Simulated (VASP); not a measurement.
Wanted: the native input for a VASP 6.6.1 run.

```
Task                   : single point
Functional             : LDA
Potentials or basis    : VASP PAW LDA potentials, release 64 (Na_pv, F)
Cutoff                 : 520 eV
k mesh                 : 10 × 10 × 10
Occupations            : gaussian, width 0.01 eV
Spin                   : no spin polarisation
Dipole correction      : no
Further INCAR settings : ALGO = Normal; EDIFF = 1e-06; NBANDS = 14
```

The structure of NaF (Villiaumite) lies in POSCAR:

```
NaF
1.0
    0.0000000000      2.2630401264      2.2630401264
    2.2630401264      0.0000000000      2.2630401264
    2.2630401264      2.2630401264      0.0000000000
Na F
1 1
Direct
    0.0000000000      0.0000000000      0.0000000000
    0.5000000000      0.5000000000      0.5000000000
```

These files were run (other wordings do the same):

INCAR

```
ALGO = Normal ; EDIFF = 1E-6
ENCUT = 520 ; GGA = CA
ISIF = 2 ; ISMEAR = 0
LASPH = True ; LCHARG = False
LREAL = False ; LWAVE = False
NBANDS = 14 ; NELM = 80
PREC = Accurate ; SIGMA = 0.01
```

KPOINTS

```
k-points
0
Gamma
  10 10 10
```

Potentials or basis: VASP PAW LDA potentials, release 64 (Na_pv, F).

Launch:

```bash
$ cat potpaw_LDA.64/Na_pv/POTCAR potpaw_LDA.64/F/POTCAR > POTCAR
$ mpirun -np 1 vasp_std > vasp.out
```

Results of the run:

* Pressure: -1.0 GPa
* Band gap on the k mesh: 6.34 eV, direct

Wall time 6.1 s on 1 thread of Intel(R) Xeon(R) Platinum 8488C (Sapphire Rapids) (shared host), peak memory 0.12 GiB.
